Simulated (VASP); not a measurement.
# EuSi2Pd3 (Imma) in VASP: single point with PBE+U

Aim: the single point of EuSi2Pd3 with PBE+U.

Program: VASP 6.6.1. These are calculated values, not measurements. Logs are shortened: lines on timing, memory, paths and dates and some standing lists are left out, and cuts for length are marked.

**1. The cell of the first run**

The structure is orthorhombic, space group Imma (No. 74). Conventional cell: a = 7.148 Å, b = 10.074 Å, c = 5.751 Å, α = 90.00°, β = 90.00°, γ = 90.00°. Eu (site symmetry mm2) has 12 Pd at 3.17 to 3.67 Å and 6 Si at 3.21 to 3.50 Å and 2 Eu at 3.60 Å within 4.2 Å. Within 3.2 Å of Pd (site symmetry 2) lie 4 Si at 2.46 to 2.49 Å and 5 Pd at 2.92 to 2.95 Å and 2 Eu at 3.17 Å. Within 3.3 Å of Pd (site symmetry 2/m) lie 4 Si at 2.51 Å and 4 Pd at 2.92 Å and 2 Eu at 3.22 Å. Si (site symmetry m) has 6 Pd at 2.46 to 2.51 Å and 4 Si at 2.65 to 3.65 Å and 3 Eu at 3.21 to 3.50 Å within 3.7 Å.

**2. Single point, PBE+U, collinear spin, ferromagnetic start**

Input file INCAR:

```
SYSTEM = EuSi2Pd3
  ALGO = Fast
  EDIFF = 1E-6
  ENCUT = 520
  GGA = PE
  ISIF = 2
  ISMEAR = 0
  ISPIN = 2
  LASPH = .True.
  LCHARG = .False.
  LDAU = .True.
  LDAUJ = 0 0 0
  LDAUL = 3 -1 -1
  LDAUPRINT = 1
  LDAUTYPE = 2
  LDAUU = 6 0 0
  LMAXMIX = 6
  LORBIT = 11
  LREAL = .False.
  LWAVE = .False.
  MAGMOM = 7 7 0 0 0 0 0 0 0 0 0 0
  NBANDS = 71
  NELM = 150
  PREC = Accurate
  SIGMA = 0.05
```

Input file KPOINTS:

```
k-points
0
Gamma
  3 3 3
  0 0 0
```

Input file POSCAR:

```
EuSi2Pd3
1.0
   -3.5741500000      5.0371500000      2.8753000000
    3.5741500000     -5.0371500000      2.8753000000
    3.5741500000      5.0371500000     -2.8753000000
Eu Pd Si
2 6 4
Direct
    0.9654000000      0.7154000000      0.2500000000
    0.0346000000      0.2846000000      0.7500000000
    0.0000000000      0.2950000000      0.2950000000
    0.0000000000      0.7050000000      0.7050000000
    0.5000000000      0.7050000000      0.2050000000
    0.5000000000      0.2950000000      0.7950000000
    0.5000000000      0.5000000000      0.5000000000
    0.5000000000      0.0000000000      0.0000000000
    0.2638000000      0.1852000000      0.0786000000
    0.7362000000      0.8148000000      0.9214000000
    0.6066000000      0.1852000000      0.4214000000
    0.3934000000      0.8148000000      0.5786000000
```

Potentials or basis: VASP PAW PBE potentials, release 64 (Eu, Pd, Si).

Run with:

```console
$ cat potpaw_PBE.64/Eu/POTCAR potpaw_PBE.64/Pd/POTCAR potpaw_PBE.64/Si/POTCAR > POTCAR
$ mpirun -np 1 vasp_std > vasp.out
```

OUTCAR:

```text
SYSTEM = EuSi2Pd3
   EDIFF = 1E-6
   ENCUT = 520
   GGA = PE
   ISIF = 2
   ISMEAR = 0
   ISPIN = 2
   LASPH = .True.
   LORBIT = 11
   LREAL = .False.
   NELM = 150
   PREC = Accurate

 ion  position               nearest neighbor table
   1  0.965  0.715  0.250-   5 3.17   4 3.17   3 3.17   6 3.17   9 3.21  11 3.21   7 3.22   8 3.22

   2  0.035  0.285  0.750-   6 3.17   4 3.17   5 3.17   3 3.17  10 3.21  12 3.21   8 3.22   7 3.22

   3  0.000  0.295  0.295-  12 2.46  11 2.46   9 2.49  10 2.49   7 2.92   8 2.92   4 2.93   5 2.95
                             5 2.95   1 3.17   2 3.17
   4  0.000  0.705  0.705-  12 2.46  11 2.46  10 2.49   9 2.49   8 2.92   7 2.92   3 2.93   6 2.95
                             6 2.95   1 3.17   2 3.17
   5  0.500  0.705  0.205-  10 2.46   9 2.46  12 2.49  11 2.49   7 2.92   8 2.92   6 2.93   3 2.95
                             3 2.95   1 3.17   2 3.17
   6  0.500  0.295  0.795-  10 2.46   9 2.46  11 2.49  12 2.49   8 2.92   7 2.92   5 2.93   4 2.95
                             4 2.95   2 3.17   1 3.17
   7  0.500  0.500  0.500-   9 2.51  10 2.51  11 2.51  12 2.51   5 2.92   6 2.92   4 2.92   3 2.92
                             1 3.22   2 3.22
   8  0.500  0.000  0.000-   9 2.51  10 2.51  11 2.51  12 2.51   5 2.92   6 2.92   3 2.92   4 2.92
                             2 3.22   1 3.22
   9  0.264  0.185  0.079-   5 2.46   6 2.46   3 2.49   4 2.49   7 2.51   8 2.51  10 2.65   1 3.21

  10  0.736  0.815  0.921-   5 2.46   6 2.46   4 2.49   3 2.49   8 2.51   7 2.51   9 2.65   2 3.21

  11  0.607  0.185  0.421-   4 2.46   3 2.46   5 2.49   6 2.49   7 2.51   8 2.51  12 2.65   1 3.21

  12  0.393  0.815  0.579-   4 2.46   3 2.46   6 2.49   5 2.49   8 2.51   7 2.51  11 2.65   2 3.21

  LATTYP: Found a body centered orthorhombic cell.
 ALAT       =     5.7506000000
 B/A-ratio  =     1.2430528988
 C/A-ratio  =     1.7518693702

  Lattice vectors:

 A1 = (   3.5741500000,  -5.0371500000,   2.8753000000)
 A2 = (  -3.5741500000,  -5.0371500000,  -2.8753000000)
 A3 = (   3.5741500000,   5.0371500000,  -2.8753000000)

Analysis of symmetry for initial positions (statically):
=====================================================================
 Subroutine PRICEL returns:
 Original cell was already a primitive cell.

 Routine SETGRP: Setting up the symmetry group for a
 body centered orthorhombic supercell.

 Subroutine GETGRP returns: Found  8 space group operations
 (whereof  4 operations were pure point group operations)
 out of a pool of  8 trial point group operations.

The static configuration has the point symmetry C_2h.
 The point group associated with its full space group is D_2h.

Analysis of symmetry for dynamics (positions and initial velocities):
=====================================================================
 Subroutine PRICEL returns:
 Original cell was already a primitive cell.

 Routine SETGRP: Setting up the symmetry group for a
 body centered orthorhombic supercell.

 Subroutine GETGRP returns: Found  8 space group operations
 (whereof  4 operations were pure point group operations)
 out of a pool of  8 trial point group operations.

The dynamic configuration has the point symmetry C_2h.
 The point group associated with its full space group is D_2h.

Analysis of structural, dynamic, and magnetic symmetry:
=====================================================================
 Subroutine PRICEL returns:
 Original cell was already a primitive cell.

 Routine SETGRP: Setting up the symmetry group for a
[... 210 lines left out ...]

  0.0010  0.0000  0.0001  0.0000 -0.0000  0.0000 -0.0000
  0.0000  0.0014 -0.0000  0.0000 -0.0000 -0.0000  0.0000
  0.0001 -0.0000  0.0013 -0.0000 -0.0000 -0.0000 -0.0000
  0.0000  0.0000 -0.0000  0.0014  0.0000  0.0004  0.0000
 -0.0000 -0.0000 -0.0000  0.0000  0.0013  0.0000  0.0003
  0.0000 -0.0000 -0.0000  0.0004  0.0000  0.0012 -0.0000
 -0.0000  0.0000 -0.0000  0.0000  0.0003 -0.0000  0.0012

 occupancies and eigenvectors

  o =  0.0008  v =  0.0000  0.0000  0.0000  0.0000  0.0000  0.0000  0.0000  0.0000  0.0000 -0.0000 -0.6422 -0.0000  0.7666  0.0000      0.0000  0.0000  0.0000  0.0000  0.0000  0.0000  0.0000  0.0000  0.0000  0.0000  0.0000  0.0000  0.0000  0.0000
  o =  0.0009  v =  0.0000  0.0000  0.0000  0.0000  0.0000  0.0000  0.0000  0.9288 -0.0000 -0.3705  0.0000  0.0000 -0.0000 -0.0000      0.0000  0.0000  0.0000  0.0000  0.0000  0.0000  0.0000  0.0000  0.0000  0.0000  0.0000  0.0000  0.0000  0.0000
  o =  0.0010  v =  0.0000  0.0000  0.0000  0.0000  0.0000  0.0000  0.0000 -0.0000 -0.0000  0.0000 -0.0000  0.6606  0.0000 -0.7507      0.0000  0.0000  0.0000  0.0000  0.0000  0.0000  0.0000  0.0000  0.0000  0.0000  0.0000  0.0000  0.0000  0.0000
  o =  0.0013  v =  0.0000  0.0000  0.0000  0.0000  0.0000  0.0000  0.0000 -0.3705 -0.0000 -0.9288  0.0000 -0.0000  0.0000 -0.0000      0.0000  0.0000  0.0000  0.0000  0.0000  0.0000  0.0000  0.0000  0.0000  0.0000  0.0000  0.0000  0.0000  0.0000
  o =  0.0014  v =  0.0000  0.0000  0.0000  0.0000  0.0000  0.0000  0.0000  0.0000 -1.0000  0.0000  0.0000  0.0000  0.0000  0.0000      0.0000  0.0000  0.0000  0.0000  0.0000  0.0000  0.0000  0.0000  0.0000  0.0000  0.0000  0.0000  0.0000  0.0000
  o =  0.0015  v =  0.0000  0.0000  0.0000  0.0000  0.0000  0.0000  0.0000  0.0000 -0.0000  0.0000  0.0000 -0.7507  0.0000 -0.6606      0.0000  0.0000  0.0000  0.0000  0.0000  0.0000  0.0000  0.0000  0.0000  0.0000  0.0000  0.0000  0.0000  0.0000
  o =  0.0017  v =  0.0000  0.0000  0.0000  0.0000  0.0000  0.0000  0.0000  0.0000  0.0000 -0.0000  0.7666  0.0000  0.6422  0.0000      0.0000  0.0000  0.0000  0.0000  0.0000  0.0000  0.0000  0.0000  0.0000  0.0000  0.0000  0.0000  0.0000  0.0000
  o =  0.9651  v = -0.0647  0.0000  0.9979 -0.0000 -0.0000 -0.0000 -0.0000  0.0000  0.0000  0.0000  0.0000  0.0000  0.0000  0.0000      0.0000  0.0000  0.0000  0.0000  0.0000  0.0000  0.0000  0.0000  0.0000  0.0000  0.0000  0.0000  0.0000  0.0000
  o =  0.9716  v =  0.0000 -0.0000  0.0000 -0.0826  0.0000  0.9966 -0.0000  0.0000  0.0000  0.0000  0.0000  0.0000  0.0000  0.0000      0.0000  0.0000  0.0000  0.0000  0.0000  0.0000  0.0000  0.0000  0.0000  0.0000  0.0000  0.0000  0.0000  0.0000
  o =  0.9721  v =  0.0000 -0.0000  0.0000  0.0000 -0.5098  0.0000  0.8603  0.0000  0.0000  0.0000  0.0000  0.0000  0.0000  0.0000      0.0000  0.0000  0.0000  0.0000  0.0000  0.0000  0.0000  0.0000  0.0000  0.0000  0.0000  0.0000  0.0000  0.0000
  o =  0.9747  v =  0.0000  0.0000  0.0000 -0.0000  0.8603 -0.0000  0.5098  0.0000  0.0000  0.0000  0.0000  0.0000  0.0000  0.0000      0.0000  0.0000  0.0000  0.0000  0.0000  0.0000  0.0000  0.0000  0.0000  0.0000  0.0000  0.0000  0.0000  0.0000
  o =  0.9749  v = -0.9979 -0.0000 -0.0647  0.0000  0.0000  0.0000  0.0000  0.0000  0.0000  0.0000  0.0000  0.0000  0.0000  0.0000      0.0000  0.0000  0.0000  0.0000  0.0000  0.0000  0.0000  0.0000  0.0000  0.0000  0.0000  0.0000  0.0000  0.0000
  o =  0.9752  v =  0.0000 -0.0000  0.0000  0.9966  0.0000  0.0826  0.0000  0.0000  0.0000  0.0000  0.0000  0.0000  0.0000  0.0000      0.0000  0.0000  0.0000  0.0000  0.0000  0.0000  0.0000  0.0000  0.0000  0.0000  0.0000  0.0000  0.0000  0.0000
  o =  0.9766  v =  0.0000 -1.0000  0.0000 -0.0000  0.0000 -0.0000 -0.0000  0.0000  0.0000  0.0000  0.0000  0.0000  0.0000  0.0000      0.0000  0.0000  0.0000  0.0000  0.0000  0.0000  0.0000  0.0000  0.0000  0.0000  0.0000  0.0000  0.0000  0.0000

 number of electron     110.0000006 magnetization      14.4760199

 Free energy of the ion-electron system (eV)
  ---------------------------------------------------
  ext. energy  EPLUGINS =         0.00000000
  ---------------------------------------------------
  free energy    TOTEN  =       -83.75247708 eV

  energy without entropy =      -83.74578270  energy(sigma->0) =      -83.74912989

 E-fermi :   8.2986     XC(G=0): -11.6766

 val. band max:        8.2847558283   @ k =  -0.3333   0.3333  -0.0000
 cond. band min:       8.3435336790   @ k =   0.0000   0.0000   0.0000
 fundamental gap:      0.0587778507
 Fermi energy:         8.2985527527

 spin component 1

 k-point     1 :       0.0000    0.0000    0.0000
  band No.  band energies     occupation
      1     -31.8722      1.00000
      2     -31.8381      1.00000
      3     -11.2148      1.00000
      4     -10.8696      1.00000
      5     -10.8660      1.00000
      6     -10.8181      1.00000
[... 549 lines left out ...]
     66      10.0371      0.00000
     67      10.4852      0.00000
 Fermi energy:         8.2985527527

 spin component 2

 k-point     1 :       0.0000    0.0000    0.0000
  band No.  band energies     occupation
      1     -28.7210      1.00000
      2     -28.6779      1.00000
      3      -8.9961      1.00000
      4      -8.6322      1.00000
      5      -8.6157      1.00000
      6      -8.5746      1.00000
[... 549 lines left out ...]
     66      17.4055      0.00000
     67      17.4688      0.00000
 [bands above 67 left out]

------------------------ aborting loop because EDIFF is reached ----------------------------------------

  FORCE on cell =-STRESS in cart. coord.  units (eV):
  Direction    XX          YY          ZZ          XY          YZ          ZX
  --------------------------------------------------------------------------------------
  -------------------------------------------------------------------------------------
  Total        5.2317185      5.3911545      2.5313530      0.0000000      0.0000000      0.0000000
  in kB       40.4812706     41.7149329     19.5867548      0.0000000      0.0000000      0.0000000
  external PRESSURE =      33.9276528 kB  Pullay stress =       0.0000000 kB

 VOLUME and BASIS-vectors are now :
 -----------------------------------------------------------------------------
  energy-cutoff  :      520.00
  volume of cell :      207.06
      direct lattice vectors                 reciprocal lattice vectors
    -3.574150000  5.037150000  2.875300000     0.000000000  0.099262480  0.173894898
     3.574150000 -5.037150000  2.875300000     0.139893401  0.000000000  0.173894898
     3.574150000  5.037150000 -2.875300000     0.139893401  0.099262480  0.000000000

 POSITION                                       TOTAL-FORCE (eV/Angst)
 -----------------------------------------------------------------------------------
     -0.00000      2.51858      4.11398        -0.000000      0.000000      0.122215
      3.57415      2.51857     -1.23868         0.000000     -0.000000     -0.122215
      2.10875      0.00000      0.00000         0.025667      0.000000     -0.000000
      5.03955      0.00000      0.00000        -0.025667     -0.000000     -0.000000
      1.46540      0.00000      2.87530        -0.025667     -0.000000     -0.000000
      2.10875      5.03715      0.00000         0.025667      0.000000     -0.000000
      1.78707      2.51857      1.43765        -0.000000      0.000000     -0.000000
     -1.78707      2.51857      1.43765        -0.000000      0.000000     -0.000000
      0.00000      0.79184      1.06501        -0.000000      0.079935     -0.080285
      3.57415      4.24531      1.81029         0.000000     -0.079935      0.080285
      0.00000      4.24531      1.06501         0.000000     -0.079935     -0.080285
      3.57415      0.79184      1.81029        -0.000000      0.079935      0.080285
 -----------------------------------------------------------------------------------
    total drift:                               -0.000000     -0.000000      0.000000

  FREE ENERGIE OF THE ION-ELECTRON SYSTEM (eV)
  ---------------------------------------------------
  free  energy   TOTEN  =       -83.7524770848 eV

  energy  without entropy=      -83.7457826991  energy(sigma->0) =      -83.74912989

 total charge

# of ion       s       p       d       f       tot
--------------------------------------------------
    1        2.043   5.784   0.278   6.811  14.917
    2        2.043   5.784   0.278   6.811  14.917
    3        0.512   0.605   8.567   0.000   9.685
    4        0.512   0.605   8.567   0.000   9.685
    5        0.512   0.605   8.567   0.000   9.685
    6        0.512   0.605   8.567   0.000   9.685
    7        0.497   0.537   8.590   0.000   9.624
    8        0.497   0.537   8.590   0.000   9.624
    9        0.745   0.849   0.000   0.000   1.594
   10        0.745   0.849   0.000   0.000   1.594
   11        0.745   0.849   0.000   0.000   1.594
   12        0.745   0.849   0.000   0.000   1.594
--------------------------------------------------
tot         10.111  18.457  52.006  13.622  94.196

 magnetization (x)

# of ion       s       p       d       f       tot
--------------------------------------------------
    1       -0.011  -0.107   0.073   6.794   6.750
    2       -0.011  -0.107   0.073   6.794   6.750
    3        0.002   0.013  -0.004   0.000   0.012
    4        0.002   0.013  -0.004   0.000   0.012
    5        0.002   0.013  -0.004   0.000   0.012
    6        0.002   0.013  -0.004   0.000   0.012
    7        0.009   0.018  -0.008   0.000   0.018
    8        0.009   0.018  -0.008   0.000   0.018
    9       -0.003  -0.004   0.000   0.000  -0.007
   10       -0.003  -0.004   0.000   0.000  -0.007
   11       -0.003  -0.004   0.000   0.000  -0.007
   12       -0.003  -0.004   0.000   0.000  -0.007
--------------------------------------------------
tot         -0.007  -0.144   0.115  13.589  13.553
```

Wall time 33 min (1 thread of AMD EPYC 7R13 (Zen 3), shared host); peak memory 0.61 GiB.

Results:

```yaml
Free_energy: -83.7525 eV
Pressure: 3.4 GPa
Largest_force: 0.122 eV/Å
Net_moment: 14.48 μB per cell
Site_moments: Eu +6.75; Pd +0.01, +0.02 (each value once); Si -0.01 μB
Valence_electrons_inside_the_program's_atomic_spheres: Eu 14.92; Pd 9.69, 9.62 (each value once); Si 1.59
```

Forces on the atoms (eV/Å):
```
Eu   0.000  0.000  0.122
Eu   0.000  0.000 -0.122
Pd   0.026  0.000  0.000
Pd  -0.026  0.000  0.000
Pd  -0.026  0.000  0.000
Pd   0.026  0.000  0.000
Pd   0.000  0.000  0.000
Pd   0.000  0.000  0.000
Si   0.000  0.080 -0.080
Si   0.000 -0.080  0.080
Si   0.000 -0.080 -0.080
Si   0.000  0.080  0.080
```

Stress tensor (GPa, compression positive):
```
4.05 0.00 0.00
0.00 4.17 0.00
0.00 0.00 1.96
```

Eigenvalues of the final occupation matrices:
| site | spin | trace | eigenvalues |
| --- | --- | --- | --- |
| site 1 f | 1 | 6.81 | 0.97 0.97 0.97 0.97 0.97 0.98 0.98 |
| site 1 f | 2 | 0.01 | 0.00 0.00 0.00 0.00 0.00 0.00 0.00 |
| site 2 f | 1 | 6.81 | 0.97 0.97 0.97 0.97 0.97 0.98 0.98 |
| site 2 f | 2 | 0.01 | 0.00 0.00 0.00 0.00 0.00 0.00 0.00 |

Caveat: the k points lie up to 0.42 Å⁻¹ apart; spin-orbit coupling is left out, which moves the levels of the heavy elements. The state reached can hang on the start; a lower one may exist.
